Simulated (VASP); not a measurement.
# P (Pm-3m) in VASP: further runs

P is run at these levels: PBE, HSE06; tasks: single point.

All numbers are computed with VASP 6.6.1; they aren't measurements. Logs are shortened: lines on timing, memory, paths and dates and some standing lists are left out, and cuts for length are marked.

## 1. The cell of the first run

The structure is cubic, space group Pm-3m (No. 221). The conventional cell has a = 2.444 Å, b = 2.444 Å, c = 2.444 Å, α = 90.00°, β = 90.00°, γ = 90.00°. Within 3.2 Å of P (site symmetry m-3m) lie 6 P at 2.44 Å.

## 2. Single point, PBE, non-collinear spin, zero start, spin-orbit coupling

INCAR

```
SYSTEM = P
ALGO = Normal ; EDIFF = 1E-7
ENCUT = 520 ; GGA = PE
GGA_COMPAT = .FALSE. ; ISIF = 2
ISMEAR = -1 ; LASPH = .TRUE.
LCHARG = .FALSE. ; LORBIT = 11
LORBMOM = .TRUE. ; LREAL = .FALSE.
LSORBIT = .TRUE. ; LWAVE = .FALSE.
MAGMOM = 0 0 0 ; NBANDS = 16
NELM = 150 ; PREC = Accurate
SIGMA = 0.1
```

KPOINTS

```
k-points
0
G
  13 13 13
  0 0 0
```

POSCAR

```
P
1.0
    2.4436666413      0.0000000000      0.0000000000
    0.0000000000      2.4436666413      0.0000000000
    0.0000000000      0.0000000000      2.4436666413
P
1
Direct
    0.0000000000      0.0000000000      0.0000000000
```

Potentials or basis: VASP PAW PBE potentials, release 64 (P).

Command:

```sh
$ cat potpaw_PBE.64/P/POTCAR > POTCAR
$ mpirun -np 1 vasp_ncl > vasp.out
```

OUTCAR:

```text
SYSTEM = P
   EDIFF = 1E-7
   ENCUT = 520
   GGA = PE
   ISIF = 2
   ISMEAR = -1
   LASPH = .TRUE.
   LORBIT = 11
   LREAL = .FALSE.
   LSORBIT = .TRUE.
   NELM = 150
   PREC = Accurate

 ion  position               nearest neighbor table
   1  0.000  0.000  0.000-

  LATTYP: Found a simple cubic cell.
 ALAT       =     2.4436666413

  Lattice vectors:

 A1 = (   2.4436666413,   0.0000000000,   0.0000000000)
 A2 = (   0.0000000000,   2.4436666413,   0.0000000000)
 A3 = (   0.0000000000,   0.0000000000,   2.4436666413)

Analysis of symmetry for initial positions (statically):
=====================================================================
 Subroutine PRICEL returns:
 Original cell was already a primitive cell.

 Routine SETGRP: Setting up the symmetry group for a
 simple cubic supercell.

 Subroutine GETGRP returns: Found 48 space group operations
 (whereof 48 operations were pure point group operations)
 out of a pool of 48 trial point group operations.

The static configuration has the point symmetry O_h .

Analysis of symmetry for dynamics (positions and initial velocities):
=====================================================================
 Subroutine PRICEL returns:
 Original cell was already a primitive cell.

 Routine SETGRP: Setting up the symmetry group for a
 simple cubic supercell.

 Subroutine GETGRP returns: Found 48 space group operations
 (whereof 48 operations were pure point group operations)
 out of a pool of 48 trial point group operations.

The dynamic configuration has the point symmetry O_h .

Analysis of structural, dynamic, and magnetic symmetry:
=====================================================================
 Subroutine PRICEL returns:
 Original cell was already a primitive cell.

 Routine SETGRP: Setting up the symmetry group for a
 simple cubic supercell.

 Subroutine GETGRP returns: Found 48 space group operations
 (whereof 48 operations were pure point group operations)
 out of a pool of 48 trial point group operations.

The overall configuration has the point symmetry O_h .

 Subroutine INISYM returns: Found 48 space group operations
 (whereof 48 operations are pure point group operations),
 and found     1 'primitive' translations

----------------------------------------------------------------------------------------
[... 139 lines left out ...]
  free energy    TOTEN  =        -5.27981610 eV

  energy without entropy =       -5.27091788  energy(sigma->0) =       -5.27536699

 E-fermi :   9.7372     XC(G=0): -11.2699

 val. band max:        9.6831743013   @ k =   0.1538   0.1538   0.0000
 cond. band min:       9.7774119675   @ k =   0.1538   0.0000   0.0000
 fundamental gap:      0.0942376662
 Fermi energy:         9.7372312310

 k-point     1 :       0.0000    0.0000    0.0000
  band No.  band energies     occupation
      1      -6.8664      1.00000
      2      -6.8664      1.00000
      3      14.5560      0.00000
      4      14.5560      0.00000
      5      14.6493      0.00000
      6      14.6493      0.00000
[... 433 lines left out ...]
      3       4.4782      1.00000
      4       4.4782      1.00000
      5       7.6605      1.00000
      6       7.6605      1.00000
[... 8 lines left out ...]
     15      28.6431      0.00000
     16      28.6431      0.00000

 [... further k-points ...]
[... 5 lines left out ...]
  --------------------------------------------------------------------------------------
  -------------------------------------------------------------------------------------
  Total        0.0100492      0.0100492      0.0100492     -0.0000000      0.0000000     -0.0000000
  in kB        1.1033577      1.1033577      1.1033577     -0.0000000      0.0000000     -0.0000000
  external PRESSURE =       1.1033577 kB  Pullay stress =       0.0000000 kB

 VOLUME and BASIS-vectors are now :
 -----------------------------------------------------------------------------
  energy-cutoff  :      520.00
  volume of cell :       14.59
      direct lattice vectors                 reciprocal lattice vectors
     2.443666641  0.000000000  0.000000000     0.409221120  0.000000000  0.000000000
     0.000000000  2.443666641  0.000000000     0.000000000  0.409221120  0.000000000
     0.000000000  0.000000000  2.443666641     0.000000000  0.000000000  0.409221120

 POSITION                                       TOTAL-FORCE (eV/Angst)
 -----------------------------------------------------------------------------------
      0.00000      0.00000      0.00000         0.000000      0.000000      0.000000
 -----------------------------------------------------------------------------------
    total drift:                               -0.000000     -0.000000     -0.000000

  FREE ENERGIE OF THE ION-ELECTRON SYSTEM (eV)
  ---------------------------------------------------
  free  energy   TOTEN  =        -5.2798161045 eV

  energy  without entropy=       -5.2709178787  energy(sigma->0) =       -5.27536699

 orbital moment (x)

 # of ion     p       tot
 --------------------------------
  1        -0.000  -0.000
 --------------------------------
           -0.000  -0.000

 orbital moment (y)

 # of ion     p       tot
 --------------------------------
  1         0.000   0.000
 --------------------------------
            0.000   0.000

 orbital moment (z)

 # of ion     p       tot
 --------------------------------
  1         0.000   0.000
 --------------------------------
            0.000   0.000

 Spin-Orbit-Coupling matrix elements

 Ion:    1  E_soc:     -0.0008116
 l=   1
     0.0000000    -0.0001353    -0.0001353
    -0.0001353     0.0000000    -0.0001353
    -0.0001353    -0.0001353     0.0000000
 l=   2
     0.0000000     0.0000000     0.0000000     0.0000000     0.0000000
     0.0000000     0.0000000     0.0000000     0.0000000     0.0000000
     0.0000000     0.0000000     0.0000000     0.0000000     0.0000000
     0.0000000     0.0000000     0.0000000     0.0000000     0.0000000
     0.0000000     0.0000000     0.0000000     0.0000000     0.0000000
 l=   3
     0.0000000     0.0000000     0.0000000     0.0000000     0.0000000     0.0000000     0.0000000
     0.0000000     0.0000000     0.0000000     0.0000000     0.0000000     0.0000000     0.0000000
     0.0000000     0.0000000     0.0000000     0.0000000     0.0000000     0.0000000     0.0000000
     0.0000000     0.0000000     0.0000000     0.0000000     0.0000000     0.0000000     0.0000000
     0.0000000     0.0000000     0.0000000     0.0000000     0.0000000     0.0000000     0.0000000
     0.0000000     0.0000000     0.0000000     0.0000000     0.0000000     0.0000000     0.0000000
     0.0000000     0.0000000     0.0000000     0.0000000     0.0000000     0.0000000     0.0000000

 total charge

# of ion       s       p       d       tot
------------------------------------------
    1        1.073   1.324   0.000   2.397

 magnetization (x)

# of ion       s       p       d       tot
------------------------------------------
    1        0.000  -0.000   0.000  -0.000

 magnetization (y)

# of ion       s       p       d       tot
------------------------------------------
    1        0.000  -0.000   0.000  -0.000

 magnetization (z)

# of ion       s       p       d       tot
------------------------------------------
    1        0.000  -0.000   0.000  -0.000
```

OSZICAR:

```text
N       E                     dE             d eps       ncg     rms          rms(c)
DAV:   1     0.835266602903E+01    0.83527E+01   -0.21310E+03  2688   0.524E+02
DAV:   2    -0.481573309251E+01   -0.13168E+02   -0.12241E+02  3720   0.101E+02
DAV:   3    -0.527503787014E+01   -0.45930E+00   -0.45738E+00  3432   0.148E+01
DAV:   4    -0.527682441218E+01   -0.17865E-02   -0.17864E-02  3232   0.115E+00
DAV:   5    -0.527683375590E+01   -0.93437E-05   -0.93432E-05  3368   0.791E-02    0.461E+00
DAV:   6    -0.527840278687E+01   -0.15690E-02   -0.46410E-04  3176   0.212E-01    0.273E+00
DAV:   7    -0.527971890893E+01   -0.13161E-02   -0.14176E-03  3176   0.357E-01    0.162E-01
DAV:   8    -0.527976512511E+01   -0.46216E-04   -0.14508E-05  3432   0.327E-02    0.887E-02
DAV:   9    -0.527981550643E+01   -0.50381E-04   -0.47390E-05  3064   0.536E-02    0.937E-03
DAV:  10    -0.527981600893E+01   -0.50250E-06   -0.34985E-07  3400   0.482E-03    0.208E-03
DAV:  11    -0.527981610453E+01   -0.95601E-07   -0.38387E-07  3104   0.471E-03
   1 F= -.52798161E+01 E0= -.52753670E+01  d E =-.889823E-02  mag=     0.0000    -0.0000    -0.0000
```

stdout:

```text
POSCAR found type information on POSCAR P
 POSCAR found :  1 types and       1 ions
 scaLAPACK will be used
 LDA part: xc-table for (Slater+PW92), standard interpolation
 POSCAR, INCAR and KPOINTS ok, starting setup
 FFT: planning ... GRIDC
 FFT: planning ... GRID_SOFT
 FFT: planning ... GRID
 WAVECAR not read
 entering main loop
```

It took 21 s on 1 thread of AMD EPYC 7R13 (Zen 3), shared host; peak memory 0.12 GiB.

What came out:

| Item | Value |
| --- | --- |
| Free energy | -5.2798 eV |
| Pressure | 0.1 GPa |
| Net moment | 0.00 μB per cell |
| Valence electrons inside the program's atomic spheres | P 2.40 |

Moments on the atoms (μB; x, y, z):
```
P   0.00 0.00 0.00
```

## 3. Single point, PBE

INCAR

```
PREC = Accurate
ENCUT = 520
EDIFF = 1E-6
ISMEAR = -1
SIGMA = 0.1
LREAL = F
LASPH = T
NELM = 80
ALGO = Normal
ISIF = 2
LWAVE = F
LCHARG = F
GGA = PE
NBANDS = 8
```

KPOINTS

```
Automatic mesh
0
Gamma
  7 7 7
```

POSCAR

```
P
1.0
    2.4436666415      0.0000000000      0.0000000000
    0.0000000000      2.4436666415      0.0000000000
    0.0000000000      0.0000000000      2.4436666415
P
1
Direct
    0.0000000000      0.0000000000      0.0000000000
```

Potentials or basis: VASP PAW PBE potentials, release 64 (P).

Command:

```sh
$ cat potpaw_PBE.64/P/POTCAR > POTCAR
$ mpirun -np 1 vasp_std > vasp.out
```

It took 5.7 s on 1 thread of AMD EPYC 7R13, shared host; peak memory 0.08 GiB.

It converged, with:

| Quantity | Value |
| --- | --- |
| Free energy | -5.2790 eV |
| Pressure | 1.1 GPa |

Levels at points of the mesh, in eV from the Fermi level:
```tsv
k point	band 1	band 2	band 3	band 4	band 5
(0.00, 0.00, 0.00)	-16.13	5.36	5.36	5.36	7.16
```

Caveat: the k points lie up to 0.37 Å⁻¹ apart.

## 4. Single point, HSE06

POSCAR is that of step 3.

INCAR.step1

```
PREC = Accurate
ENCUT = 520
EDIFF = 1E-5
ISMEAR = -1
SIGMA = 0.1
LREAL = False
LASPH = True
NELM = 80
ALGO = Normal
ISIF = 2
LWAVE = True
LCHARG = False
NBANDS = 8
GGA = PE
```

INCAR.step2

```
PREC = Accurate
ENCUT = 520
EDIFF = 1E-6
ISMEAR = -1
SIGMA = 0.1
LREAL = False
LASPH = True
NELM = 80
ALGO = Normal
ISIF = 2
LWAVE = False
LCHARG = False
GGA = PE
LHFCALC = True
HFSCREEN = 0.2079
PRECFOCK = Normal
NBANDS = 8
ISTART = 1
```

KPOINTS is that of step 3.

Command:

```sh
$ cat potpaw_PBE.64/P/POTCAR > POTCAR
$ cp INCAR.step1 INCAR
$ mpirun -np 1 vasp_std > vasp.out
$ cp INCAR.step2 INCAR
$ mpirun -np 1 vasp_std > vasp.out
```

Run time: 5.4 min. Hardware: 1 thread of AMD EPYC 7R13, shared host; peak memory 0.18 GiB.

Results (log left out):

```
Free energy : -6.2675 eV
Pressure    : -3.5 GPa
```

Levels at points of the mesh, in eV from the Fermi level:
| k point | band 1 | band 2 | band 3 | band 4 | band 5 | band 6 | band 7 |
| --- | --- | --- | --- | --- | --- | --- | --- |
| (0.00, 0.00, 0.00) | -17.99 | 6.31 | 6.31 | 6.31 | 8.02 | 8.02 | 15.61 |

Caveat: the k points lie up to 0.37 Å⁻¹ apart; the PAW data sets were made with another functional, which shifts forces and pressure a little.

## 5. Overview

```tsv
level	spin	k mesh	grid for exact exchange (PRECFOCK)	screening parameter	gap on the mesh (eV)	pressure (GPa)
PBE	non-collinear, zero start, SOC	13 × 13 × 13	-	-	-	0.1
PBE	off	7 × 7 × 7	-	-	none	1.1
HSE06	off	7 × 7 × 7	Normal	0.2079 1/Å	none	-3.5
```

Alike in all rows: task single point; potentials or basis VASP PAW PBE potentials, release 64 (P); cell as given; cutoff (eV) 520; smearing fermi-dirac 0.1 eV.

Caveats: some runs use coarse meshes; the PAW data sets were made with another functional, which shifts forces and pressure a little (some runs).

Total energies depend on the potentials used, so only differences within one code and one set of settings carry meaning.
